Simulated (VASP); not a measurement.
# Li: single point with PBEsol

The system is Li.

```
Li
1.0
     3.11100    0.00000    0.00000
    -1.55550    2.69421    0.00000
     0.00000    0.00000    5.09300
Li
2
Cartesian
  0.0000 1.7961 1.2732
  1.5555 0.8981 3.8197
```

- Program: VASP 6.6.1
- Task: single point
- Functional: PBEsol
- Potentials or basis: VASP PAW PBE potentials, release 64 (Li_sv)
- Cutoff: 520 eV
- k mesh: 8 × 8 × 5
- Occupations: fermi-dirac, width 0.05 eV
- Spin: no spin polarisation
- Dipole correction: no
- Further INCAR settings: ALGO = Normal; EDIFF = 1e-06; NBANDS = 10

| Quantity | Value |
| --- | --- |
| Band gap on the k mesh | zero (band 3 reaches 1.90 eV, above the bottom of band 4 at -1.44 eV) |

Levels at points of the mesh, in eV from the Fermi level:
```
           k point  band 1  band 2  band 3  band 4  band 5  band 6  band 7
(0.00, 0.00, 0.00)  -45.96  -45.95   -3.45    0.03    2.78   12.10   12.10
(0.50, 0.00, 0.00)  -45.95  -45.94   -0.03    1.03    4.57    5.69    6.03
```

It took 14 s on 1 thread of Intel(R) Xeon(R) Platinum 8259CL CPU @ 2.50GHz (Skylake/Cascade Lake), on a shared host, peak memory 0.15 GiB.
